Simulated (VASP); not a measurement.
# MnSb (P6_3/mmc) in VASP: notebook

The runs below take MnSb through single point, with PBEsol.

Program: VASP 6.6.1. These are calculated values, not measurements. Logs are shortened: lines on timing, memory, paths and dates and some standing lists are left out, and cuts for length are marked.

## 1. The cell of the first run

Symmetry: P6_3/mmc, No. 194, hexagonal system. Conventional cell: a = 4.150 Å, b = 4.150 Å, c = 5.780 Å, α = 90.00°, β = 90.00°, γ = 120.00°. Mn (site symmetry -3m) has 6 Sb at 2.80 Å and 2 Mn at 2.89 Å within 3.7 Å. Sb (site symmetry -6m2) has 6 Mn at 2.80 Å and 6 Sb at 3.75 Å within 3.8 Å.

## 2. Single point, PBEsol, collinear spin, ferromagnetic start

Input file INCAR:

```
PREC     = Accurate       # precision mode
ENCUT    = 520            # plane-wave cutoff, eV
EDIFF    = 1E-6           # SCF threshold, eV
ISMEAR   = -1             # smearing method
SIGMA    = 0.1            # smearing width, eV
LREAL    = F              # projectors in reciprocal space
LASPH    = T              # aspherical terms in the spheres
NELM     = 150            # most SCF steps
ALGO     = Normal         # electronic algorithm
ISIF     = 2              # what is computed and relaxed
LWAVE    = F              # write WAVECAR
LCHARG   = F              # write CHGCAR
ISPIN    = 2              # spin polarisation
MAGMOM   = 0.665 0.665 0 0 # initial moments
LORBIT   = 11             # projections on sites
NUPDOWN  = 1.33           # fixed moment
LMAXMIX  = 4              # l up to which the mixer works
GGA      = PS             # functional
NBANDS   = 30             # bands
```

Input file KPOINTS:

```
Automatic mesh
0
Gamma
  9 9 6
```

Input file POSCAR:

```
MnSb
1.0
    4.1500000000      0.0000000000      0.0000000000
   -2.0750000000      3.5940054257      0.0000000000
    0.0000000000      0.0000000000      5.7800000000
Mn Sb
2 2
Direct
    0.0000000000      0.0000000000      0.0000000000
    0.0000000000      0.0000000000      0.5000000000
    0.3333333333      0.6666666667      0.2500000000
    0.6666666667      0.3333333333      0.7500000000
```

Potentials or basis: VASP PAW PBE potentials, release 64 (Mn_pv, Sb).

Run with:

```
cat potpaw_PBE.64/Mn_pv/POTCAR potpaw_PBE.64/Sb/POTCAR > POTCAR
mpirun -np 1 vasp_std > vasp.out
```

OUTCAR:

```text
PREC = Accurate
   ENCUT = 520
   EDIFF = 1E-6
   ISMEAR = -1
   LREAL = F
   LASPH = T
   NELM = 150
   ISIF = 2
   ISPIN = 2
   LORBIT = 11
   NUPDOWN = 1.33
   GGA = PS

 ion  position               nearest neighbor table
   1  0.000  0.000  0.000-   3 2.80   4 2.80   3 2.80   4 2.80   4 2.80   3 2.80   2 2.89   2 2.89

   2  0.000  0.000  0.500-   3 2.80   4 2.80   3 2.80   4 2.80   4 2.80   3 2.80   1 2.89   1 2.89

   3  0.333  0.667  0.250-   1 2.80   2 2.80   1 2.80   2 2.80   1 2.80   2 2.80   4 3.75   4 3.75
                             4 3.75   4 3.75   4 3.75   4 3.75
   4  0.667  0.333  0.750-   1 2.80   2 2.80   1 2.80   2 2.80   1 2.80   2 2.80   3 3.75   3 3.75
                             3 3.75   3 3.75   3 3.75   3 3.75

  LATTYP: Found a hexagonal cell.
 ALAT       =     4.1500000000
 C/A-ratio  =     1.3927710843

  Lattice vectors:

 A1 = (   4.1500000000,   0.0000000000,   0.0000000000)
 A2 = (  -2.0750000000,   3.5940054257,   0.0000000000)
 A3 = (   0.0000000000,   0.0000000000,   5.7800000000)

Analysis of symmetry for initial positions (statically):
=====================================================================
 Subroutine PRICEL returns:
 Original cell was already a primitive cell.

 Routine SETGRP: Setting up the symmetry group for a
 hexagonal supercell.

 Subroutine GETGRP returns: Found 24 space group operations
 (whereof 12 operations were pure point group operations)
 out of a pool of 24 trial point group operations.

The static configuration has the point symmetry D_3d.
 The point group associated with its full space group is D_6h.

Analysis of symmetry for dynamics (positions and initial velocities):
=====================================================================
 Subroutine PRICEL returns:
 Original cell was already a primitive cell.

 Routine SETGRP: Setting up the symmetry group for a
 hexagonal supercell.

 Subroutine GETGRP returns: Found 24 space group operations
 (whereof 12 operations were pure point group operations)
 out of a pool of 24 trial point group operations.

The dynamic configuration has the point symmetry D_3d.
 The point group associated with its full space group is D_6h.

Analysis of structural, dynamic, and magnetic symmetry:
=====================================================================
 Subroutine PRICEL returns:
 Original cell was already a primitive cell.

 Routine SETGRP: Setting up the symmetry group for a
 hexagonal supercell.

 Subroutine GETGRP returns: Found 24 space group operations
 (whereof 12 operations were pure point group operations)
 out of a pool of 24 trial point group operations.

The overall configuration has the point symmetry D_3d.
 The point group associated with its full space group is D_6h.

 Subroutine INISYM returns: Found 24 space group operations
 (whereof 12 operations are pure point group operations),
 and found     1 'primitive' translations

----------------------------------------------------------------------------------------

                                     Primitive cell

  volume of cell :      86.2094

  direct lattice vectors                    reciprocal lattice vectors
     4.150000000  0.000000000  0.000000000     0.240963855  0.139120547  0.000000000
    -2.075000000  3.594005426  0.000000000     0.000000000  0.278241094  0.000000000
     0.000000000  0.000000000  5.780000000     0.000000000  0.000000000  0.173010381

  length of vectors
     4.150000000  4.150000000  5.780000000     0.278241094  0.278241094  0.173010381

  position of ions in fractional coordinates (direct lattice)
     0.000000000  0.000000000  0.000000000
     0.000000000  0.000000000  0.500000000
     0.333333333  0.666666667  0.250000000
     0.666666667  0.333333333  0.750000000

  ion indices of the primitive-cell ions
   primitive index   ion index
                 1           1
                 2           2
                 3           3
                 4           4

----------------------------------------------------------------------------------------

 KPOINTS: Automatic mesh

Automatic generation of k-mesh.
 Grid dimensions read from file:
 generate k-points for:    9    9    6

 Generating k-lattice:

  Cartesian coordinates                     Fractional coordinates (reciprocal lattice)
     0.026773762  0.015457839  0.000000000     0.111111111  0.000000000  0.000000000
     0.000000000  0.030915677  0.000000000     0.000000000  0.111111111  0.000000000
     0.000000000  0.000000000  0.028835063     0.000000000  0.000000000  0.166666667

  Length of vectors
     0.030915677  0.030915677  0.028835063

  Shift w.r.t. Gamma in fractional coordinates (k-lattice)
     0.000000000  0.000000000  0.000000000

 Subroutine IBZKPT returns following result:
 ===========================================

 Found     48 irreducible k-points:

 Following reciprocal coordinates:
            Coordinates               Weight
  0.000000  0.000000  0.000000      1.000000
  0.111111  0.000000  0.000000      6.000000
  0.222222 -0.000000  0.000000      6.000000
  0.333333  0.000000  0.000000      6.000000
  0.444444 -0.000000  0.000000      6.000000
  0.111111  0.111111  0.000000      6.000000
[... 16 lines left out ...]
  0.333333  0.222222  0.166667     24.000000
  0.333333  0.333333  0.166667      4.000000
 [... further k-points ...]
   k-points           NKPTS =     48   k-points in BZ     NKDIM =     48   number of bands    NBANDS=     30
   number of dos      NEDOS =    301   number of ions     NIONS =      4
   total plane-waves  NPLWV =  49152
   dimension x,y,z NGX =    32 NGY =   32 NGZ =   48
   dimension x,y,z NGXF=    64 NGYF=   64 NGZF=   96
   ions per type =               2   2
   NGX,Y,Z   is equivalent  to a cutoff of  12.82, 12.82, 13.81 a.u.
   NGXF,Y,Z  is equivalent  to a cutoff of  25.64, 25.64, 27.61 a.u.
 SYSTEM =  unknown system
   PREC   = accura    normal or accurate (medium, high low for compatibility)
   ISTART =      0    job   : 0-new  1-cont  2-samecut
   ICHARG =      2    charge: 1-file 2-atom 10-const
   ISPIN  =      2    spin polarized calculation?
   LNONCOLLINEAR =      F non collinear calculations
   LSORBIT =      F    spin-orbit coupling
   LASPH  =      T    aspherical Exc in radial PAW
   ENCUT  =  520.0 eV  38.22 Ry    6.18 a.u.   7.72  7.72 10.75*2*pi/ulx,y,z
   NELM   =    150;   NELMIN=  2; NELMDL= -5     # of ELM steps
   EDIFF  = 0.1E-05   stopping-criterion for ELM
   LREAL  =      F    real-space projection
   EDIFFG = 0.1E-04   stopping-criterion for IOM
   NSW    =      0    number of steps for IOM
   IBRION =     -1    ionic relax: 0-MD 1-quasi-New 2-CG
   NFREE  =      0    steps in history (QN), initial steepest desc. (CG)
   ISIF   =      2    stress and relaxation
   ISYM   =      2    0-nonsym 1-usesym 2-fastsym
   POTIM  = 0.5000    time-step for ionic-motion
   TEBEG  =    0.0;   TEEND  =   0.0 temperature during run
   PSTRESS=    0.0 pullay stress
   NELECT =      36.0000    total number of electrons
   NUPDOWN=       1.3300    fix difference up-down
   EMIN   =  10.00;   EMAX   =-10.00  energy-range for DOS
   EFERMI =   0.00;   METHOD = LEGACY
   ISMEAR =    -1;   SIGMA  =   0.10  broadening in eV -4-tet -1-fermi 0-gaus
   EFERMI_NEDOS =   21; number of points for ismear=-14 and -15
   IALGO  =     38    algorithm
   IMIX   =      4    mixing-type and parameters
     AMIX     =   0.40;   BMIX     =  1.00
     AMIX_MAG =   1.60;   BMIX_MAG =  1.00
  volume/ion in A,a.u.               =      21.55       145.44
  Fermi-wavevector in a.u.,A,eV,Ry     =   1.223651  2.312364 20.372288  1.497321
  Thomas-Fermi vector in A             =   2.358754
   LORBIT       =     11    0 simple, 1 ext, 2 COOP (PROOUT), +10 PAW based schemes
   GGA     = PS    functional components
   LHFCALC =     F    Hartree Fock is set to
   AEXX    =    0.0000 exact exchange contribution
   IVDW    =     0    specifies the selected vdW correction
   LEPSILON=     F    determine dielectric tensor
   LRPA    =     F    only Hartree local field effects (RPA)
 spin polarized calculation
  energy-cutoff  :      520.00
  volume of cell :       86.21
 maximum number of plane-waves:      2350
 NGX is ok and might be reduce to    32
   NGX = 15   NGY = 15   NGZ = 21

 number of electron      36.0000010 magnetization       1.3300002

 Free energy of the ion-electron system (eV)
  ---------------------------------------------------
  ext. energy  EPLUGINS =         0.00000000
  ---------------------------------------------------
  free energy    TOTEN  =       -26.61451010 eV

  energy without entropy =      -26.31212784  energy(sigma->0) =      -26.46331897

 E-fermi :   7.2674     XC(G=0): -10.7747

 val. band max:        7.2626315312   @ k =   0.3333   0.2222   0.1667
 cond. band min:       6.8014855830   @ k =   0.4444   0.1111   0.1667
 fundamental gap:     -0.4611459482
 Fermi energy:         6.7882484251

 spin component 1

 k-point     1 :       0.0000    0.0000    0.0000
  band No.  band energies     occupation
      1     -40.9431      1.00000
      2     -40.8590      1.00000
      3     -40.7781      1.00000
      4     -40.7781      1.00000
      5     -40.7699      1.00000
      6     -40.7699      1.00000
[... 22 lines left out ...]
     29      15.1070      0.00000
     30      15.1070      0.00000

 k-point     2 :       0.1111    0.0000    0.0000
  band No.  band energies     occupation
      1     -40.9431      1.00000
      2     -40.8589      1.00000
      3     -40.7784      1.00000
      4     -40.7782      1.00000
      5     -40.7701      1.00000
      6     -40.7699      1.00000
[... 718 lines left out ...]
 k-point    24 :       0.3333    0.3333    0.1667
  band No.  band energies     occupation
      1     -40.9370      1.00000
      2     -40.8644      1.00000
      3     -40.7790      1.00000
      4     -40.7790      1.00000
      5     -40.7715      1.00000
      6     -40.7715      1.00000
[... 22 lines left out ...]
     29      15.9531      0.00000
     30      16.1414      0.00000

 [... further k-points ...]

 spin component 2

 k-point     1 :       0.0000    0.0000    0.0000
  band No.  band energies     occupation
      1     -40.1375      1.00000
      2     -40.0495      1.00000
      3     -39.9481      1.00000
      4     -39.9481      1.00000
      5     -39.9395      1.00000
      6     -39.9395      1.00000
[... 22 lines left out ...]
     29      15.2208      0.00000
     30      15.2208      0.00000

 k-point     2 :       0.1111    0.0000    0.0000
  band No.  band energies     occupation
      1     -40.1374      1.00000
      2     -40.0495      1.00000
      3     -39.9484      1.00000
      4     -39.9482      1.00000
      5     -39.9397      1.00000
      6     -39.9396      1.00000
[... 718 lines left out ...]
 k-point    24 :       0.3333    0.3333    0.1667
  band No.  band energies     occupation
      1     -40.1311      1.00000
      2     -40.0552      1.00000
      3     -39.9491      1.00000
      4     -39.9491      1.00000
      5     -39.9412      1.00000
      6     -39.9412      1.00000
[... 22 lines left out ...]
     29      15.9448      0.00000
     30      16.2040      0.00000

 [... further k-points ...]
[... 5 lines left out ...]
  --------------------------------------------------------------------------------------
  -------------------------------------------------------------------------------------
  Total       -9.2467445     -9.2467445    -11.9990538      0.0000000     -0.0000000      0.0000000
  in kB     -171.8481159   -171.8481159   -222.9990015      0.0000000     -0.0000000      0.0000000
  external PRESSURE =    -188.8984111 kB  Pullay stress =       0.0000000 kB

 VOLUME and BASIS-vectors are now :
 -----------------------------------------------------------------------------
  energy-cutoff  :      520.00
  volume of cell :       86.21
      direct lattice vectors                 reciprocal lattice vectors
     4.150000000  0.000000000  0.000000000     0.240963855  0.139120547  0.000000000
    -2.075000000  3.594005426  0.000000000     0.000000000  0.278241094  0.000000000
     0.000000000  0.000000000  5.780000000     0.000000000  0.000000000  0.173010381

 POSITION                                       TOTAL-FORCE (eV/Angst)
 -----------------------------------------------------------------------------------
      0.00000      0.00000      0.00000        -0.000000      0.000000     -0.000000
      0.00000      0.00000      2.89000        -0.000000      0.000000     -0.000000
     -0.00000      2.39600      1.44500        -0.000000      0.000000     -0.000000
      2.07500      1.19800      4.33500         0.000000     -0.000000      0.000000
 -----------------------------------------------------------------------------------
    total drift:                                0.000000     -0.000000      0.000000

  FREE ENERGIE OF THE ION-ELECTRON SYSTEM (eV)
  ---------------------------------------------------
  free  energy   TOTEN  =       -26.6145101009 eV

  energy  without entropy=      -26.3121278357  energy(sigma->0) =      -26.46331897

 total charge

# of ion       s       p       d       tot
------------------------------------------
    1        0.262   6.182   5.131  11.575
    2        0.262   6.182   5.131  11.575
    3        1.123   1.203   0.049   2.376
    4        1.123   1.203   0.049   2.376
--------------------------------------------------
tot          2.770  14.770  10.361  27.901

 magnetization (x)

# of ion       s       p       d       tot
------------------------------------------
    1        0.002  -0.003   0.789   0.788
    2        0.002  -0.003   0.789   0.788
    3       -0.006  -0.062  -0.003  -0.071
    4       -0.006  -0.062  -0.003  -0.071
--------------------------------------------------
tot         -0.008  -0.129   1.572   1.436
```

It took 1.7 min on 1 thread of AMD EPYC 9R45 (Zen 5), shared host; peak memory 0.33 GiB.

What came out:

```yaml
Free_energy: -26.6145 eV
Pressure: -18.9 GPa
Net_moment: 1.33 μB per cell
Site_moments: Mn +0.79; Sb -0.07 μB
Valence_electrons_inside_the_program's_atomic_spheres: Mn 11.57; Sb 2.38
```

Caveat: the stress differs along the axes, from -22 to -17 GPa; the PAW data sets were made with another functional, which shifts forces and pressure a little; spin-orbit coupling is left out, which moves the levels of the heavy elements; the total moment is fixed, so each spin has its own Fermi level and the state may be an excited one; the run started ferromagnetic, and an antiferromagnetic order may lie lower in energy.

## 3. Single point, PBEsol, collinear spin, ferromagnetic start

Input file INCAR:

```
SYSTEM = MnSb
PREC     = Accurate       ! precision mode
ENCUT    = 520            ! plane-wave cutoff, eV
EDIFF    = 1E-6           ! SCF threshold, eV
ISMEAR   = -1             ! smearing method
SIGMA    = 0.1            ! smearing width, eV
LREAL    = .False.        ! projectors in reciprocal space
LASPH    = .True.         ! aspherical terms in the spheres
NELM     = 150            ! most SCF steps
ALGO     = Normal         ! electronic algorithm
ISIF     = 2              ! what is computed and relaxed
LWAVE    = .False.        ! write WAVECAR
LCHARG   = .False.        ! write CHGCAR
ISPIN    = 2              ! spin polarisation
MAGMOM   = 1.33 1.33 0 0  ! initial moments
LORBIT   = 11             ! projections on sites
NUPDOWN  = 2.66           ! fixed moment
LMAXMIX  = 4              ! l up to which the mixer works
GGA      = PS             ! functional
NBANDS   = 30             ! bands
```

Input file KPOINTS:

```
Automatic mesh
0
Gamma
  9 9 6
  0 0 0
```

POSCAR is that of step 2.

Potentials or basis: VASP PAW PBE potentials, release 64 (Mn_pv, Sb).

Run with:

```
cat potpaw_PBE.64/Mn_pv/POTCAR potpaw_PBE.64/Sb/POTCAR > POTCAR
mpirun -np 1 vasp_std > vasp.out
```

Run time: 1.9 min. Hardware: 1 thread of AMD EPYC 9R45 (Zen 5), shared host; peak memory 0.33 GiB.

The run converged. Its results:

| Item | Value |
| --- | --- |
| Free energy | -27.0350 eV |
| Pressure | -17.5 GPa |
| Net moment | 2.66 μB per cell |
| Site moments | Mn +1.54; Sb -0.13 μB |
| Valence electrons inside the program's atomic spheres | Mn 11.57; Sb 2.38 |

Stress tensor (GPa, compression positive):
```
-16.28   0.00   0.00
  0.00 -16.28   0.00
  0.00   0.00 -20.01
```

Caveat: the cell stands under tension; the PAW data sets were made with another functional, which shifts forces and pressure a little; spin-orbit coupling is left out, which moves the levels of the heavy elements; the total moment is fixed, so each spin has its own Fermi level and the state may be an excited one; the run started ferromagnetic, and an antiferromagnetic order may lie lower in energy.
